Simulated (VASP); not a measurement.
Runs of VASP 6.6.1 on SnSe. The structure is that of space group Fm-3m (No. 225), or close to it. The cells are those of the table. 

| level | potentials or basis | cell | smearing | gap on the mesh (eV) | pressure (GPa) |
| --- | --- | --- | --- | --- | --- |
| LDA | VASP PAW LDA potentials, release 64 (Sn_d, Se) | a = 4.219, b = 4.219, c = 5.993 Å, 4 atoms | gaussian 0.01 eV | 0.72 | (a) |
| r2SCAN | VASP PAW PBE potentials, release 64 (Sn_d, Se) | a = 4.219, b = 4.219, c = 5.993 Å, 4 atoms | gaussian 0.01 eV | 0.56 | 0.9 |
| r2SCAN+rVV10 | VASP PAW PBE potentials, release 64 (Sn_d, Se) | a = 4.219, b = 4.219, c = 5.993 Å, 4 atoms | fermi-dirac 0.02 eV | 0.59 | (c) |
| PBE | VASP PAW PBE potentials, release 64 (Sn_d, Se) | a = 4.219, b = 4.219, c = 5.993 Å, 4 atoms | fermi-dirac 0.02 eV | (b) | 2.0 |
| PBE+D4 | VASP PAW PBE potentials, release 64 (Sn_d, Se) | a = 4.210, b = 4.210, c = 5.985 Å, 4 atoms | fermi-dirac 0.02 eV | 0.71 | 0.0 |

Alike in all rows: task single point; no spin polarisation; k mesh 6 × 6 × 4; cutoff (eV) 520.

Q: Estimate the missing entries.

A: (a) -2.4; (b) 0.68; (c) 0.2.

Caveats: spin-orbit coupling is left out, which moves the levels of the heavy elements; the PAW data sets were made with another functional, which shifts forces and pressure a little (at least some runs).

A k mesh can miss the band edges, and the runs leave out spin-orbit coupling on Se, Sn.
